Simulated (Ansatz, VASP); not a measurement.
**AlCu in VASP and in Ansatz**

File INCAR:

```
  PREC = Accurate
  ENCUT = 600
  EDIFF = 1E-6
  ISMEAR = 0
  SIGMA = 0.1
  LREAL = F
  LASPH = T
  NELM = 60
  ALGO = Normal
  ISIF = 3
  LWAVE = F
  LCHARG = F
  GGA = PS
  IBRION = 2
  NSW = 80
  EDIFFG = -0.01
```

The input KPOINTS:

```
regular mesh
0
Gamma
  8 8 8
```

File POSCAR:

```
AlCu
1.0
    2.9975090000      0.0000000000      0.0000000000
    0.0000000000      2.9975090000      0.0000000000
    0.0000000000      0.0000000000      2.9975090000
Al Cu
1 1
Direct
    0.0000000000      0.0000000000      0.0000000000
    0.5000000000      0.5000000000      0.5000000000
```

Input for Ansatz:

```yaml
crystal:
  lattice:
    - [2.997509, 0.0, 0.0]
    - [0.0, 2.997509, 0.0]
    - [0.0, 0.0, 2.997509]
  atoms:
    - { symbol: Al, position: [0.0, 0.0, 0.0] }
    - { symbol: Cu, position: [0.5, 0.5, 0.5] }
kpoints:
  mp_grid:
    grid: [8, 8, 8]
hamiltonian:
  xc: pbesol
scf:
  convergence:
    dr2_threshold: 1.0e-05
  lower_state_search: light
  occupations:
    method: gaussian
relax:
  max_steps: 60
  cell: {}
output:
  write_density: true
  volumetric_format: npy
  elf: true
```

Alike in both runs: task relaxation of cell and atoms; functional PBEsol; k mesh 8 × 8 × 8; no spin polarisation.

|  | VASP | Ansatz |
| --- | --- | --- |
| version | VASP 6.6.1 | Ansatz 0.2.0 |
| potentials or method | VASP PAW PBE potentials, release 64 (Al, Cu) | plane waves, PAW |
| plane-wave cutoff (eV) | 600 | 420 |
| occupations | gaussian, width 0.1 eV | gaussian |
| valence electrons in the cell | 14 | 22 |

|  | VASP | Ansatz | Ansatz less VASP |
| --- | --- | --- | --- |
| gap on the k mesh at the Fermi level, each at its own relaxed structure (eV) | none | none | - |
| relaxed volume (Å³/atom) | 12.97 | 12.94 | -0.034 |
| relaxed cell length with the largest relative difference (Å) | 2.960 | 2.958 | -0.0026 |

VASP's potentials were made for PBE, not for PBEsol. A gap of «none» marks a metal or a gap that the smearing closes. VASP's potentials hold 14 valence electrons a cell and Ansatz's 22, so a difference there can come from the potentials and not from the codes. Ansatz's warnings: force scf threshold loose, stress scf threshold loose.
